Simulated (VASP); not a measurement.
Here is a VASP 6.6.1 calculation.

File POSCAR:

```
MgO
1.0
    0.0000000000      2.1021674158      2.1021674158
    2.1021674158      0.0000000000      2.1021674158
    2.1021674158      2.1021674158      0.0000000000
Mg O
1 1
Direct
    0.0000000000      0.0000000000      0.0000000000
    0.5000000000      0.5000000000      0.5000000000
```

The input INCAR.step1:

```
  PREC = Accurate
  ENCUT = 750
  ISMEAR = 0
  SIGMA = 0.01
  LREAL = False
  LASPH = True
  NELM = 120
  NBANDS = 15
  GGA = PE
  ALGO = Normal
  EDIFF = 1E-5
  LWAVE = True
  LCHARG = False
  GGA_COMPAT = False
```

File INCAR.step2:

```
  PREC = Accurate
  ENCUT = 750
  EDIFF = 1E-6
  ISMEAR = 0
  SIGMA = 0.01
  LREAL = False
  LASPH = True
  NELM = 120
  ALGO = Normal
  ISIF = 2
  LWAVE = False
  LCHARG = False
  METAGGA = R2SCAN
  LMIXTAU = True
  NBANDS = 15
  ISTART = 1
  GGA_COMPAT = False
```

The input KPOINTS:

```
regular mesh
0
Gamma
  10 10 10
```

Potentials or basis: VASP PAW PBE potentials, release 64 (Mg_sv, O).

Run with:

```sh
$ cat potpaw_PBE.64/Mg_sv/POTCAR potpaw_PBE.64/O/POTCAR > POTCAR
$ cp INCAR.step1 INCAR
$ mpirun -np 1 vasp_std > vasp.out
$ cp INCAR.step2 INCAR
$ mpirun -np 1 vasp_std > vasp.out
```

Question: Estimate the band gap on the k mesh.

Answer: 5.70 eV.

Question: What does it give for the pressure?

Answer: 0.0 GPa.

Caveat: the PAW data sets were made with another functional, which shifts forces and pressure a little.
